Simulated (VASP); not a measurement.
# GaAs (F-43m) in VASP: a series of runs

GaAs is run at these levels: PBEsol-based screened hybrid with 25 % exact exchange; tasks: single point.

All numbers are computed with VASP 6.6.1; they aren't measurements. Logs are shortened: lines on timing, memory, paths and dates and some standing lists are left out, and cuts for length are marked.

### Step 1. The cell of the first run

It takes space group F-43m (No. 216, cubic). The conventional cell has a = 5.577 Å, b = 5.577 Å, c = 5.577 Å, α = 90.00°, β = 90.00°, γ = 90.00°. As (site symmetry -43m) has 4 Ga at 2.42 Å within 3.2 Å. Ga (site symmetry -43m) has 4 As at 2.42 Å within 3.2 Å.

### Step 2. Single point, PBEsol-based screened hybrid with 25 % exact exchange

Input file POSCAR:

```
GaAs
1.0
    0.0000000000      2.7886446409      2.7886446409
    2.7886446409      0.0000000000      2.7886446409
    2.7886446409      2.7886446409      0.0000000000
As Ga
1 1
Direct
    0.7500000000      0.7500000000      0.7500000000
    0.0000000000      0.0000000000      0.0000000000
```

Input file INCAR.step1:

```
SYSTEM = GaAs
ALGO     = Normal         ! electronic algorithm
EDIFF    = 1E-5           ! SCF threshold, eV
ENCUT    = 520            ! plane-wave cutoff, eV
GGA      = PE             ! functional
ISIF     = 2              ! what is computed and relaxed
ISMEAR   = -1             ! smearing method
LASPH    = .True.         ! aspherical terms in the spheres
LCHARG   = .False.        ! write CHGCAR
LREAL    = .False.        ! projectors in reciprocal space
LWAVE    = .True.         ! write WAVECAR
NBANDS   = 16             ! bands
NELM     = 100            ! most SCF steps
PREC     = Accurate       ! precision mode
SIGMA    = 0.05           ! smearing width, eV
```

Input file INCAR.step2:

```
SYSTEM = GaAs
AEXX     = 0.25           ! exact-exchange fraction
ALGO     = Normal         ! electronic algorithm
EDIFF    = 1E-6           ! SCF threshold, eV
ENCUT    = 520            ! plane-wave cutoff, eV
GGA      = PS             ! functional
HFSCREEN = 0.207          ! screening, 1/A
ISIF     = 2              ! what is computed and relaxed
ISMEAR   = -1             ! smearing method
ISTART   = 1            
LASPH    = .True.         ! aspherical terms in the spheres
LCHARG   = .False.        ! write CHGCAR
LHFCALC  = .True.         ! exact exchange
LREAL    = .False.        ! projectors in reciprocal space
LWAVE    = .False.        ! write WAVECAR
NBANDS   = 16             ! bands
NELM     = 100            ! most SCF steps
PREC     = Accurate       ! precision mode
PRECFOCK = Normal       
SIGMA    = 0.05           ! smearing width, eV
```

Input file KPOINTS:

```
k-points
0
Gamma
  4 4 4
  0 0 0
```

Potentials or basis: VASP PAW PBE potentials, release 64 (As, Ga_d).

The run is started by

```bash
$ cat potpaw_PBE.64/As/POTCAR potpaw_PBE.64/Ga_d/POTCAR > POTCAR
$ cp INCAR.step1 INCAR
$ mpirun -np 1 vasp_std > vasp.out
$ cp INCAR.step2 INCAR
$ mpirun -np 1 vasp_std > vasp.out
```

OUTCAR:

```text
SYSTEM = GaAs
   AEXX = 0.25
   EDIFF = 1E-6
   ENCUT = 520
   GGA = PS
   HFSCREEN = 0.207
   ISIF = 2
   ISMEAR = -1
   ISTART = 1
   LASPH = .True.
   LHFCALC = .True.
   LREAL = .False.
   NELM = 100
   PREC = Accurate
   PRECFOCK = Normal

 ion  position               nearest neighbor table
   1  0.750  0.750  0.750-   2 2.42   2 2.42   2 2.42   2 2.42
   2  0.000  0.000  0.000-   1 2.42   1 2.42   1 2.42   1 2.42

  LATTYP: Found a face centered cubic cell.
 ALAT       =     5.5772892818

  Lattice vectors:

 A1 = (   0.0000000000,   2.7886446409,   2.7886446409)
 A2 = (   2.7886446409,   0.0000000000,   2.7886446409)
 A3 = (   2.7886446409,   2.7886446409,   0.0000000000)

Analysis of symmetry for initial positions (statically):
=====================================================================
 Subroutine PRICEL returns:
 Original cell was already a primitive cell.

 Routine SETGRP: Setting up the symmetry group for a
 face centered cubic supercell.

 Subroutine GETGRP returns: Found 24 space group operations
 (whereof 24 operations were pure point group operations)
 out of a pool of 48 trial point group operations.

The static configuration has the point symmetry T_d .

Analysis of symmetry for dynamics (positions and initial velocities):
=====================================================================
 Subroutine PRICEL returns:
 Original cell was already a primitive cell.

 Routine SETGRP: Setting up the symmetry group for a
 face centered cubic supercell.

 Subroutine GETGRP returns: Found 24 space group operations
 (whereof 24 operations were pure point group operations)
 out of a pool of 48 trial point group operations.

The dynamic configuration has the point symmetry T_d .

 Subroutine INISYM returns: Found 24 space group operations
 (whereof 24 operations are pure point group operations),
 and found     1 'primitive' translations

----------------------------------------------------------------------------------------

                                     Primitive cell

  volume of cell :      43.3720

  direct lattice vectors                    reciprocal lattice vectors
     0.000000000  2.788644641  2.788644641    -0.179298571  0.179298571  0.179298571
     2.788644641  0.000000000  2.788644641     0.179298571 -0.179298571  0.179298571
     2.788644641  2.788644641  0.000000000     0.179298571  0.179298571 -0.179298571

  length of vectors
     3.943739072  3.943739072  3.943739072     0.310554235  0.310554235  0.310554235

  position of ions in fractional coordinates (direct lattice)
     0.750000000  0.750000000  0.750000000
     0.000000000  0.000000000  0.000000000

  ion indices of the primitive-cell ions
   primitive index   ion index
                 1           1
                 2           2

----------------------------------------------------------------------------------------

 KPOINTS: k-points

Automatic generation of k-mesh.
 Grid dimensions read from file:
 generate k-points for:    4    4    4

 Generating k-lattice:

  Cartesian coordinates                     Fractional coordinates (reciprocal lattice)
    -0.044824643  0.044824643  0.044824643     0.250000000  0.000000000  0.000000000
     0.044824643 -0.044824643  0.044824643     0.000000000  0.250000000  0.000000000
     0.044824643  0.044824643 -0.044824643     0.000000000  0.000000000  0.250000000

  Length of vectors
     0.077638559  0.077638559  0.077638559

  Shift w.r.t. Gamma in fractional coordinates (k-lattice)
     0.000000000  0.000000000  0.000000000

 Subroutine IBZKPT returns following result:
 ===========================================

 Found      8 irreducible k-points:

 Following reciprocal coordinates:
            Coordinates               Weight
  0.000000  0.000000  0.000000      1.000000
  0.250000  0.000000  0.000000      8.000000
  0.500000  0.000000  0.000000      4.000000
  0.250000  0.250000  0.000000      6.000000
  0.500000  0.250000  0.000000     24.000000
 -0.250000  0.250000  0.000000     12.000000
  0.500000  0.500000  0.000000      3.000000
 -0.250000  0.500000  0.250000      6.000000
   k-points           NKPTS =      8   k-points in BZ     NKDIM =     64   number of bands    NBANDS=     16
   number of dos      NEDOS =    301   number of ions     NIONS =      2
   total plane-waves  NPLWV =  27000
   dimension x,y,z NGX =    30 NGY =   30 NGZ =   30
   dimension x,y,z NGXF=    60 NGYF=   60 NGZF=   60
   ions per type =               1   1
   NGX,Y,Z   is equivalent  to a cutoff of  12.65, 12.65, 12.65 a.u.
   NGXF,Y,Z  is equivalent  to a cutoff of  25.29, 25.29, 25.29 a.u.
 SYSTEM =  GaAs
   PREC   = accura    normal or accurate (medium, high low for compatibility)
   ISTART =      1    job   : 0-new  1-cont  2-samecut
   ICHARG =      0    charge: 1-file 2-atom 10-const
   ISPIN  =      1    spin polarized calculation?
   LNONCOLLINEAR =      F non collinear calculations
   LSORBIT =      F    spin-orbit coupling
   LASPH  =      T    aspherical Exc in radial PAW
   ENCUT  =  520.0 eV  38.22 Ry    6.18 a.u.   7.33  7.33  7.33*2*pi/ulx,y,z
   NELM   =    100;   NELMIN=  2; NELMDL=  0     # of ELM steps
   EDIFF  = 0.1E-05   stopping-criterion for ELM
   LREAL  =      F    real-space projection
   EDIFFG = 0.1E-04   stopping-criterion for IOM
   NSW    =      0    number of steps for IOM
   IBRION =     -1    ionic relax: 0-MD 1-quasi-New 2-CG
   NFREE  =      0    steps in history (QN), initial steepest desc. (CG)
   ISIF   =      2    stress and relaxation
   ISYM   =      3    0-nonsym 1-usesym 2-fastsym
   POTIM  = 0.5000    time-step for ionic-motion
   TEBEG  =    0.0;   TEEND  =   0.0 temperature during run
   PSTRESS=    0.0 pullay stress
   NELECT =      18.0000    total number of electrons
   NUPDOWN=      -1.0000    fix difference up-down
   EMIN   =  10.00;   EMAX   =-10.00  energy-range for DOS
   EFERMI =   0.00;   METHOD = LEGACY
   ISMEAR =    -1;   SIGMA  =   0.05  broadening in eV -4-tet -1-fermi 0-gaus
   EFERMI_NEDOS =   21; number of points for ismear=-14 and -15
   IALGO  =     38    algorithm
   IMIX   =      1    mixing-type and parameters
     AMIX     =   0.40;   BMIX     =  1.00
     AMIX_MAG =   1.60;   BMIX_MAG =  1.00
  volume/ion in A,a.u.               =      21.69       146.34
  Fermi-wavevector in a.u.,A,eV,Ry     =   1.221132  2.307604 20.288498  1.491163
  Thomas-Fermi vector in A             =   2.356325
   LORBIT       =      0    0 simple, 1 ext, 2 COOP (PROOUT), +10 PAW based schemes
   GGA     = PS    functional components
   LHFCALC =     T    Hartree Fock is set to
   PRECFOCK=normal    Normal, Fast or Accurate (Low or Medium for compatibility)
   ENCUT4O =  -1.0   cutoff for four orbital integrals eV
   NKREDX  =     1    reduce k-point grid by
   NKREDY  =     1    reduce k-point grid by
   NKREDZ  =     1    reduce k-point grid by
   AEXX    =    0.2500 exact exchange contribution
   HFSCREEN=    0.2070 screening length (either q_TF or 0.3 A-1)
   HFSCREENC=   0.2070 screening length for correlation (either q_TF or 0.3 A-1)
   ENCUTFOCK=  -1.0 apply spherical cutoff to Coloumb kernel
   IVDW    =     0    specifies the selected vdW correction
   LEPSILON=     F    determine dielectric tensor
   LRPA    =     F    only Hartree local field effects (RPA)
 non-spin polarized calculation
  energy-cutoff  :      520.00
  volume of cell :       43.37
 maximum number of plane-waves:      1211
 NGX is ok and might be reduce to    30
  NGX = 24; NGY = 24; NGZ = 24

 number of electron      18.0000015 magnetization

 Free energy of the ion-electron system (eV)
  ---------------------------------------------------
  ext. energy  EPLUGINS =         0.00000000
  ---------------------------------------------------
  free energy    TOTEN  =       -10.25656073 eV

  energy without entropy =      -10.25656073  energy(sigma->0) =      -10.25656073

 E-fermi :   4.7010     XC(G=0):  -8.2204

 val. band max:        3.8170975099   @ k =   0.0000   0.0000   0.0000
 cond. band min:       5.5439471557   @ k =   0.0000   0.0000   0.0000
 fundamental gap:      1.7268496458
 Fermi energy:         4.7009780956

 k-point     1 :       0.0000    0.0000    0.0000
  band No.  band energies     occupation
      1     -13.6042      2.00000
      2     -13.6042      2.00000
      3     -13.6042      2.00000
      4     -13.5131      2.00000
      5     -13.5131      2.00000
      6     -10.4730      2.00000
[... 8 lines left out ...]
     15      15.0418      0.00000
     16      15.0418      0.00000

 k-point     2 :       0.2500    0.0000    0.0000
  band No.  band energies     occupation
      1     -13.6372      2.00000
      2     -13.5923      2.00000
      3     -13.5923      2.00000
      4     -13.5131      2.00000
      5     -13.5131      2.00000
      6      -9.6794      2.00000
[... 8 lines left out ...]
     15      13.8133      0.00000
     16      13.8133      0.00000

 k-point     3 :       0.5000    0.0000    0.0000
  band No.  band energies     occupation
      1     -13.6677      2.00000
      2     -13.5832      2.00000
      3     -13.5832      2.00000
      4     -13.5101      2.00000
      5     -13.5101      2.00000
      6      -8.4080      2.00000
[... 8 lines left out ...]
     15      17.0509      0.00000
     16      17.0509      0.00000

 k-point     4 :       0.2500    0.2500    0.0000
  band No.  band energies     occupation
      1     -13.6574      2.00000
      2     -13.5791      2.00000
      3     -13.5791      2.00000
      4     -13.5250      2.00000
      5     -13.5068      2.00000
      6      -9.4065      2.00000
[... 8 lines left out ...]
     15      16.1241      0.00000
     16      16.5604      0.00000

 k-point     5 :       0.5000    0.2500    0.0000
  band No.  band energies     occupation
      1     -13.6803      2.00000
      2     -13.5720      2.00000
      3     -13.5670      2.00000
      4     -13.5250      2.00000
      5     -13.5065      2.00000
      6      -8.0697      2.00000
[... 8 lines left out ...]
     15      17.1756      0.00000
     16      17.7808      0.00000

 k-point     6 :      -0.2500    0.2500    0.0000
  band No.  band energies     occupation
      1     -13.6658      2.00000
      2     -13.5793      2.00000
      3     -13.5778      2.00000
      4     -13.5154      2.00000
      5     -13.5135      2.00000
      6      -8.5667      2.00000
[... 8 lines left out ...]
     15      15.5068      0.00000
     16      17.9197      0.00000

 k-point     7 :       0.5000    0.5000    0.0000
  band No.  band energies     occupation
      1     -13.7010      2.00000
      2     -13.5528      2.00000
      3     -13.5528      2.00000
      4     -13.5396      2.00000
      5     -13.5004      2.00000
      6      -7.5209      2.00000
[... 8 lines left out ...]
     15      18.4798      0.00000
     16      18.5272      0.00000

 k-point     8 :      -0.2500    0.5000    0.2500
  band No.  band energies     occupation
      1     -13.6864      2.00000
      2     -13.5718      2.00000
      3     -13.5566      2.00000
      4     -13.5256      2.00000
      5     -13.5093      2.00000
      6      -7.4497      2.00000
[... 8 lines left out ...]
     15      17.5541      0.00000
     16      18.5559      0.00000

------------------------ aborting loop because EDIFF is reached ----------------------------------------

  FORCE on cell =-STRESS in cart. coord.  units (eV):
  Direction    XX          YY          ZZ          XY          YZ          ZX
  --------------------------------------------------------------------------------------
  -------------------------------------------------------------------------------------
  Total        0.6716315      0.6716315      0.6716315      0.0000000      0.0000000      0.0000000
  in kB       24.8103067     24.8103067     24.8103067      0.0000000      0.0000000      0.0000000
  external PRESSURE =      24.8103067 kB  Pullay stress =       0.0000000 kB

 VOLUME and BASIS-vectors are now :
 -----------------------------------------------------------------------------
  energy-cutoff  :      520.00
  volume of cell :       43.37
      direct lattice vectors                 reciprocal lattice vectors
     0.000000000  2.788644641  2.788644641    -0.179298571  0.179298571  0.179298571
     2.788644641  0.000000000  2.788644641     0.179298571 -0.179298571  0.179298571
     2.788644641  2.788644641  0.000000000     0.179298571  0.179298571 -0.179298571

 POSITION                                       TOTAL-FORCE (eV/Angst)
 -----------------------------------------------------------------------------------
      4.18297      4.18297      4.18297         0.000000      0.000000      0.000000
      0.00000      0.00000      0.00000        -0.000000     -0.000000     -0.000000
 -----------------------------------------------------------------------------------
    total drift:                                0.000066      0.000062      0.000047

  FREE ENERGIE OF THE ION-ELECTRON SYSTEM (eV)
  ---------------------------------------------------
  free  energy   TOTEN  =       -10.2565607287 eV

  energy  without entropy=      -10.2565607250  energy(sigma->0) =      -10.25656073
```

Wall time 12 min (1 thread of AMD EPYC 7R43 (Zen 3), shared host); peak memory 0.24 GiB.

Results:

| Property | Result |
| --- | --- |
| Free energy | -10.2566 eV |
| Pressure | 2.5 GPa |
| Band gap on the k mesh | 1.73 eV |

Levels at points of the mesh, in eV from the valence-band top:
```tsv
k point	band 6	band 7	band 8	band 9	band 10	band 11	band 12	band 13
(0.00, 0.00, 0.00)	-14.29	0.00	0.00	0.00	1.73	4.53	4.53	4.53
(0.50, 0.00, 0.00)	-12.23	-7.48	-1.30	-1.30	1.86	5.45	5.45	8.57
(0.50, 0.50, 0.00)	-11.34	-7.62	-3.07	-3.07	1.92	2.27	11.83	11.83
```

Caveat: the k points lie up to 0.49 Å⁻¹ apart; the PAW data sets were made with another functional, which shifts forces and pressure a little.

[end of part 1 of 2]
